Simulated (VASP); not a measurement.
**ZrTi3N4: single point with PBE**

ZrTi3N4:

```xyz
8
Lattice="4.3563 0.0000 0.0000 0.0000 4.3563 0.0000 0.0000 0.0000 4.3563" Properties=species:S:1:pos:R:3 pbc="T T T"
Zr    0.0000    0.0000    0.0000
Ti    2.1781    2.1781    0.0000
Ti    0.0000    2.1781    2.1781
Ti    2.1781    0.0000    2.1781
N     0.0000    0.0000    2.1781
N     2.1781    0.0000    0.0000
N     0.0000    2.1781    0.0000
N     2.1781    2.1781    2.1781
```

* Program: VASP 6.6.1
* Task: single point
* Functional: PBE
* Potentials or basis: VASP PAW PBE potentials, release 64 (Zr_sv, Ti_sv, N)
* Cutoff: 520 eV
* k mesh: 4 × 4 × 4
* Occupations: gaussian, width 0.1 eV
* Spin: collinear spin
* Starting moments: [0.0, 1.0, 1.0, 1.0, 0.0, 0.0, 0.0, 0.0] μB

```
Pressure                                              : 0.3 GPa
Band gap on the k mesh                                : zero (filled and empty bands overlap)
Net moment                                            : 0.00 μB per cell
Valence electrons inside the program's atomic spheres : Zr 10.03; Ti 10.28; N 3.75, 3.70 (each value once)
```

Levels at points of the mesh, in eV from the Fermi level:
Spin up:
```
           k point  band 31  band 32  band 33  band 34  band 35  band 36  band 37  band 38
(0.00, 0.00, 0.00)    -2.66    -2.66    -2.02    -2.02    -2.02    -0.43    -0.43    -0.43
(0.50, 0.00, 0.00)    -2.94    -2.94    -1.91    -1.75     0.80     0.80     1.04     1.12
(0.50, 0.50, 0.00)    -4.70    -3.99     0.79     0.90     1.18     1.18     1.38     1.57
(0.50, 0.50, 0.50)    -5.08    -5.08     1.57     1.57     1.57     1.58     1.58     1.92
```
Spin down:
```csv
k point,band 30,band 31,band 32,band 33,band 34,band 35,band 36,band 37,band 38,band 39
"(0.00, 0.00, 0.00)",-2.66,-2.66,-2.66,-2.02,-2.02,-2.02,-0.43,-0.43,-0.43,0.74
"(0.50, 0.00, 0.00)",-3.12,-2.94,-2.94,-1.91,-1.75,0.80,0.80,1.04,1.12,1.12
"(0.50, 0.50, 0.00)",-4.79,-4.70,-3.99,0.79,0.90,1.18,1.18,1.38,1.57,1.62
"(0.50, 0.50, 0.50)",-5.08,-5.08,-5.08,1.57,1.57,1.57,1.58,1.58,1.92,1.92
```

Run time: 41 s on 1 thread of Intel(R) Xeon(R) 6975P-C (Granite Rapids) (shared host), peak memory 0.23 GiB.

Caveat: the k points lie up to 0.36 Å⁻¹ apart, too coarse for converged energies and pressures of a metal.
